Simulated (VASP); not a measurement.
# ZnO (Fm-3m) in VASP: further runs

Runs on ZnO. Level: PBE. Tasks: single point.

Program: VASP 6.6.1. These are calculated values, not measurements. Logs are shortened: lines on timing, memory, paths and dates and some standing lists are left out, and cuts for length are marked.

### Step 1. The cell of the first run

The structure is cubic, space group Fm-3m (No. 225). Conventional cell: a = 4.268 Å, b = 4.268 Å, c = 4.268 Å, α = 90.00°, β = 90.00°, γ = 90.00°. Zn (site symmetry m-3m) has 6 O at 2.13 Å within 2.8 Å. O (site symmetry m-3m) has 6 Zn at 2.13 Å within 2.8 Å.

### Step 2. Single point, PBE

INCAR

```
SYSTEM = ZnO
PREC = Accurate
ENCUT = 520
EDIFF = 1E-6
ISMEAR = 0
SIGMA = 0.01
LREAL = .False.
LASPH = .True.
NELM = 80
ALGO = Normal
ISIF = 2
LWAVE = .False.
LCHARG = .False.
GGA = PE
NBANDS = 16
```

KPOINTS

```
regular mesh
0
Gamma
  8 8 8
  0 0 0
```

POSCAR

```
ZnO
1.0
    0.0000000000      2.1337703828      2.1337703828
    2.1337703828      0.0000000000      2.1337703828
    2.1337703828      2.1337703828      0.0000000000
Zn O
1 1
Direct
    0.0000000000      0.0000000000      0.0000000000
    0.5000000000      0.5000000000      0.5000000000
```

Potentials or basis: VASP PAW PBE potentials, release 64 (Zn, O).

Started as:

```bash
> cat potpaw_PBE.64/Zn/POTCAR potpaw_PBE.64/O/POTCAR > POTCAR
> mpirun -np 1 vasp_std > vasp.out
```

OUTCAR:

```text
SYSTEM = ZnO
   PREC = Accurate
   ENCUT = 520
   EDIFF = 1E-6
   ISMEAR = 0
   LREAL = .False.
   LASPH = .True.
   NELM = 80
   ISIF = 2
   GGA = PE

 ion  position               nearest neighbor table
   1  0.000  0.000  0.000-   2 2.13   2 2.13   2 2.13   2 2.13   2 2.13   2 2.13
   2  0.500  0.500  0.500-   1 2.13   1 2.13   1 2.13   1 2.13   1 2.13   1 2.13

  LATTYP: Found a face centered cubic cell.
 ALAT       =     4.2675407656

  Lattice vectors:

 A1 = (   0.0000000000,   2.1337703828,   2.1337703828)
 A2 = (   2.1337703828,   0.0000000000,   2.1337703828)
 A3 = (   2.1337703828,   2.1337703828,   0.0000000000)

Analysis of symmetry for initial positions (statically):
=====================================================================
 Subroutine PRICEL returns:
 Original cell was already a primitive cell.

 Routine SETGRP: Setting up the symmetry group for a
 face centered cubic supercell.

 Subroutine GETGRP returns: Found 48 space group operations
 (whereof 48 operations were pure point group operations)
 out of a pool of 48 trial point group operations.

The static configuration has the point symmetry O_h .

Analysis of symmetry for dynamics (positions and initial velocities):
=====================================================================
 Subroutine PRICEL returns:
 Original cell was already a primitive cell.

 Routine SETGRP: Setting up the symmetry group for a
 face centered cubic supercell.

 Subroutine GETGRP returns: Found 48 space group operations
 (whereof 48 operations were pure point group operations)
 out of a pool of 48 trial point group operations.

The dynamic configuration has the point symmetry O_h .

 Subroutine INISYM returns: Found 48 space group operations
 (whereof 48 operations are pure point group operations),
 and found     1 'primitive' translations

----------------------------------------------------------------------------------------

                                     Primitive cell

  volume of cell :      19.4300

  direct lattice vectors                    reciprocal lattice vectors
     0.000000000  2.133770383  2.133770383    -0.234326994  0.234326994  0.234326994
     2.133770383  0.000000000  2.133770383     0.234326994 -0.234326994  0.234326994
     2.133770383  2.133770383  0.000000000     0.234326994  0.234326994 -0.234326994

  length of vectors
     3.017607014  3.017607014  3.017607014     0.405866259  0.405866259  0.405866259

  position of ions in fractional coordinates (direct lattice)
     0.000000000  0.000000000  0.000000000
     0.500000000  0.500000000  0.500000000

  ion indices of the primitive-cell ions
   primitive index   ion index
                 1           1
                 2           2

----------------------------------------------------------------------------------------

 KPOINTS: regular mesh

Automatic generation of k-mesh.
 Grid dimensions read from file:
 generate k-points for:    8    8    8

 Generating k-lattice:

  Cartesian coordinates                     Fractional coordinates (reciprocal lattice)
    -0.029290874  0.029290874  0.029290874     0.125000000  0.000000000  0.000000000
     0.029290874 -0.029290874  0.029290874     0.000000000  0.125000000  0.000000000
     0.029290874  0.029290874 -0.029290874     0.000000000  0.000000000  0.125000000

  Length of vectors
     0.050733282  0.050733282  0.050733282

  Shift w.r.t. Gamma in fractional coordinates (k-lattice)
     0.000000000  0.000000000  0.000000000

 Subroutine IBZKPT returns following result:
 ===========================================

 Found     29 irreducible k-points:

 Following reciprocal coordinates:
            Coordinates               Weight
  0.000000  0.000000  0.000000      1.000000
  0.125000  0.000000  0.000000      8.000000
  0.250000  0.000000  0.000000      8.000000
  0.375000  0.000000  0.000000      8.000000
  0.500000  0.000000  0.000000      4.000000
  0.125000  0.125000  0.000000      6.000000
[... 16 lines left out ...]
  0.500000  0.250000  0.125000     48.000000
 -0.375000  0.250000  0.125000     24.000000
 [... further k-points ...]
   k-points           NKPTS =     29   k-points in BZ     NKDIM =     29   number of bands    NBANDS=     16
   number of dos      NEDOS =    301   number of ions     NIONS =      2
   total plane-waves  NPLWV =  13824
   dimension x,y,z NGX =    24 NGY =   24 NGZ =   24
   dimension x,y,z NGXF=    48 NGYF=   48 NGZF=   48
   ions per type =               1   1
   NGX,Y,Z   is equivalent  to a cutoff of  13.22, 13.22, 13.22 a.u.
   NGXF,Y,Z  is equivalent  to a cutoff of  26.44, 26.44, 26.44 a.u.
 SYSTEM =  ZnO
   PREC   = accura    normal or accurate (medium, high low for compatibility)
   ISTART =      0    job   : 0-new  1-cont  2-samecut
   ICHARG =      2    charge: 1-file 2-atom 10-const
   ISPIN  =      1    spin polarized calculation?
   LNONCOLLINEAR =      F non collinear calculations
   LSORBIT =      F    spin-orbit coupling
   LASPH  =      T    aspherical Exc in radial PAW
   ENCUT  =  520.0 eV  38.22 Ry    6.18 a.u.   5.61  5.61  5.61*2*pi/ulx,y,z
   NELM   =     80;   NELMIN=  2; NELMDL= -5     # of ELM steps
   EDIFF  = 0.1E-05   stopping-criterion for ELM
   LREAL  =      F    real-space projection
   EDIFFG = 0.1E-04   stopping-criterion for IOM
   NSW    =      0    number of steps for IOM
   IBRION =     -1    ionic relax: 0-MD 1-quasi-New 2-CG
   NFREE  =      0    steps in history (QN), initial steepest desc. (CG)
   ISIF   =      2    stress and relaxation
   ISYM   =      2    0-nonsym 1-usesym 2-fastsym
   POTIM  = 0.5000    time-step for ionic-motion
   TEBEG  =    0.0;   TEEND  =   0.0 temperature during run
   PSTRESS=    0.0 pullay stress
   NELECT =      18.0000    total number of electrons
   NUPDOWN=      -1.0000    fix difference up-down
   EMIN   =  10.00;   EMAX   =-10.00  energy-range for DOS
   EFERMI =   0.00;   METHOD = LEGACY
   ISMEAR =     0;   SIGMA  =   0.01  broadening in eV -4-tet -1-fermi 0-gaus
   EFERMI_NEDOS =   21; number of points for ismear=-14 and -15
   IALGO  =     38    algorithm
   IMIX   =      4    mixing-type and parameters
     AMIX     =   0.40;   BMIX     =  1.00
     AMIX_MAG =   1.60;   BMIX_MAG =  1.00
  volume/ion in A,a.u.               =       9.72        65.56
  Fermi-wavevector in a.u.,A,eV,Ry     =   1.595908  3.015830 34.653003  2.546924
  Thomas-Fermi vector in A             =   2.693754
   LORBIT       =      0    0 simple, 1 ext, 2 COOP (PROOUT), +10 PAW based schemes
   GGA     = PE    functional components
   LHFCALC =     F    Hartree Fock is set to
   AEXX    =    0.0000 exact exchange contribution
   IVDW    =     0    specifies the selected vdW correction
   LEPSILON=     F    determine dielectric tensor
   LRPA    =     F    only Hartree local field effects (RPA)
 non-spin polarized calculation
 Gauss-broadening in eV      SIGMA  =   0.01
  energy-cutoff  :      520.00
  volume of cell :       19.43
 maximum number of plane-waves:       544
 NGX is ok and might be reduce to    24
   NGX = 11   NGY = 11   NGZ = 11

 number of electron      18.0000003 magnetization

 Free energy of the ion-electron system (eV)
  ---------------------------------------------------
  ext. energy  EPLUGINS =         0.00000000
  ---------------------------------------------------
  free energy    TOTEN  =        -8.60431649 eV

  energy without entropy =       -8.60431649  energy(sigma->0) =       -8.60431649

 E-fermi :   2.9836     XC(G=0): -12.3439

 val. band max:        2.8270309202   @ k =   0.5000   0.0000   0.0000
 cond. band min:       3.7428483404   @ k =   0.0000   0.0000   0.0000
 fundamental gap:      0.9158174202
 Fermi energy:         2.9836246841

 k-point     1 :       0.0000    0.0000    0.0000
  band No.  band energies     occupation
      1     -15.8510      2.00000
      2      -2.0471      2.00000
      3      -2.0471      2.00000
      4      -2.0471      2.00000
      5      -1.8278      2.00000
      6      -1.8278      2.00000
[... 8 lines left out ...]
     15      22.3470      0.00000
     16      22.3470      0.00000

 k-point     2 :       0.1250    0.0000    0.0000
  band No.  band energies     occupation
      1     -15.6777      2.00000
      2      -2.1912      2.00000
      3      -2.1100      2.00000
      4      -2.1100      2.00000
      5      -1.9285      2.00000
      6      -1.9285      2.00000
[... 8 lines left out ...]
     15      22.5864      0.00000
     16      22.5864      0.00000

 k-point     3 :       0.2500    0.0000    0.0000
  band No.  band energies     occupation
      1     -15.2231      2.00000
      2      -2.9670      2.00000
      3      -2.5235      2.00000
      4      -2.5235      2.00000
      5      -1.8151      2.00000
      6      -1.8151      2.00000
[... 8 lines left out ...]
     15      23.9096      0.00000
     16      23.9096      0.00000

 k-point     4 :       0.3750    0.0000    0.0000
  band No.  band energies     occupation
      1     -14.7022      2.00000
      2      -4.1205      2.00000
      3      -2.8831      2.00000
      4      -2.8831      2.00000
      5      -1.6738      2.00000
      6      -1.6738      2.00000
[... 8 lines left out ...]
     15      25.9917      0.00000
     16      25.9917      0.00000
[... 324 lines left out ...]
 k-point    22 :       0.3750    0.2500    0.1250
  band No.  band energies     occupation
      1     -14.9192      2.00000
      2      -3.4003      2.00000
      3      -2.5130      2.00000
      4      -2.4473      2.00000
      5      -1.8617      2.00000
      6      -1.6315      2.00000
[... 8 lines left out ...]
     15      27.1046      0.00000
     16      27.3019      0.00000

 k-point    23 :       0.5000    0.2500    0.1250
  band No.  band energies     occupation
      1     -14.5294      2.00000
      2      -3.7716      2.00000
      3      -2.8321      2.00000
      4      -2.6569      2.00000
      5      -1.7345      2.00000
      6      -1.5713      2.00000
[... 8 lines left out ...]
     15      26.2954      0.00000
     16      28.4339      0.00000

 k-point    24 :      -0.3750    0.2500    0.1250
  band No.  band energies     occupation
      1     -14.3561      2.00000
      2      -3.9346      2.00000
      3      -2.9108      2.00000
      4      -2.8164      2.00000
      5      -1.6322      2.00000
      6      -1.6094      2.00000
[... 8 lines left out ...]
     15      24.5199      0.00000
     16      29.2352      0.00000

 [... further k-points ...]
[... 5 lines left out ...]
  --------------------------------------------------------------------------------------
  -------------------------------------------------------------------------------------
  Total        1.1054380      1.1054380      1.1054380      0.0000000      0.0000000     -0.0000000
  in kB       91.1532012     91.1532012     91.1532012      0.0000000      0.0000000     -0.0000000
  external PRESSURE =      91.1532012 kB  Pullay stress =       0.0000000 kB

 VOLUME and BASIS-vectors are now :
 -----------------------------------------------------------------------------
  energy-cutoff  :      520.00
  volume of cell :       19.43
      direct lattice vectors                 reciprocal lattice vectors
     0.000000000  2.133770383  2.133770383    -0.234326994  0.234326994  0.234326994
     2.133770383  0.000000000  2.133770383     0.234326994 -0.234326994  0.234326994
     2.133770383  2.133770383  0.000000000     0.234326994  0.234326994 -0.234326994

 POSITION                                       TOTAL-FORCE (eV/Angst)
 -----------------------------------------------------------------------------------
      0.00000      0.00000      0.00000         0.000000      0.000000     -0.000000
      2.13377      2.13377      2.13377        -0.000000     -0.000000      0.000000
 -----------------------------------------------------------------------------------
    total drift:                                0.000000     -0.000000     -0.000000

  FREE ENERGIE OF THE ION-ELECTRON SYSTEM (eV)
  ---------------------------------------------------
  free  energy   TOTEN  =        -8.6043164869 eV

  energy  without entropy=       -8.6043164869  energy(sigma->0) =       -8.60431649
```

Run time: 5.6 s. Hardware: 1 thread of Intel Xeon Platinum 8488C (Sapphire Rapids), shared host; peak memory 0.14 GiB.

Results:

- Free energy: -8.6043 eV
- Pressure: 9.1 GPa
- Band gap on the k mesh: 0.92 eV, indirect (least direct gap 2.32 eV)

### Step 3. Single point, PBE

INCAR

```
SYSTEM = ZnO
PREC = Accurate ; ENCUT = 520
EDIFF = 1E-6 ; ISMEAR = 1
SIGMA = 0.001 ; LREAL = .False.
LASPH = .True. ; NELM = 60
ALGO = Normal ; ISIF = 2
LWAVE = .False. ; LCHARG = .False.
GGA = PE ; NBANDS = 16
```

KPOINTS

```
Automatic mesh
0
Gamma
  8 8 8
  0 0 0
```

POSCAR is that of step 2.

Potentials or basis: VASP PAW PBE potentials, release 64 (Zn, O).

Started as:

```bash
> cat potpaw_PBE.64/Zn/POTCAR potpaw_PBE.64/O/POTCAR > POTCAR
> mpirun -np 1 vasp_std > vasp.out
```

Wall time 5.6 s (1 thread of Intel Xeon Platinum 8488C (Sapphire Rapids), shared host); peak memory 0.14 GiB.

Results (log left out):

```
Free energy            : -8.6043 eV
Pressure               : 9.1 GPa
Band gap on the k mesh : 0.92 eV, indirect (least direct gap 2.32 eV)
```

Levels at points of the mesh, in eV from the valence-band top:
```tsv
k point	band 5	band 6	band 7	band 8	band 9	band 10	band 11	band 12	band 13	band 14
(0.00, 0.00, 0.00)	-4.65	-4.65	-1.40	-1.40	-1.40	0.92	18.03	18.03	18.03	18.34
(0.50, 0.00, 0.00)	-4.44	-4.44	-3.62	0.00	0.00	5.44	9.16	12.85	12.85	19.39
(0.50, 0.50, 0.00)	-4.32	-4.32	-4.00	-2.85	-2.85	4.25	10.72	11.29	15.49	15.49
```

A k mesh can miss the band edges.
